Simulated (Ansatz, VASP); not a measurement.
One calculation of AlAs, two programs

```xyz
2
Lattice="0.0000 2.8637 2.8637 2.8637 0.0000 2.8637 2.8637 2.8637 0.0000" Properties=species:S:1:pos:R:3 pbc="T T T"
Al    0.0000    0.0000    0.0000
As    4.2955    4.2955    4.2955
```

Alike in both runs: functional PBE; k mesh 8 × 8 × 8; occupations gaussian, width 0.02 eV; no spin polarisation.

Ansatz relaxed the structure, and its values are those at the end. VASP's run is a single point on that final structure, the one shown.

|  | VASP | Ansatz |
| --- | --- | --- |
| version | VASP 6.6.1 | Ansatz 0.2.0 |
| potentials or method | VASP PAW PBE potentials, release 64 (Al, As), cutoff 500 eV | scalar-relativistic, plane waves, PAW |
| valence electrons in the cell | 8 | 18 |

|  | VASP | Ansatz | Ansatz less VASP |
| --- | --- | --- | --- |
| gap on the k mesh at the Fermi level (eV) | 1.49 | 1.50 | +0.010 |
| least direct gap on the mesh (eV) | 1.78 | 1.78 | -0.003 |
| pressure (GPa) | 0.2 | 0.0 | -0.17 |

VASP's potentials hold 8 valence electrons a cell and Ansatz's 18, so a difference there can come from the potentials and not from the codes.
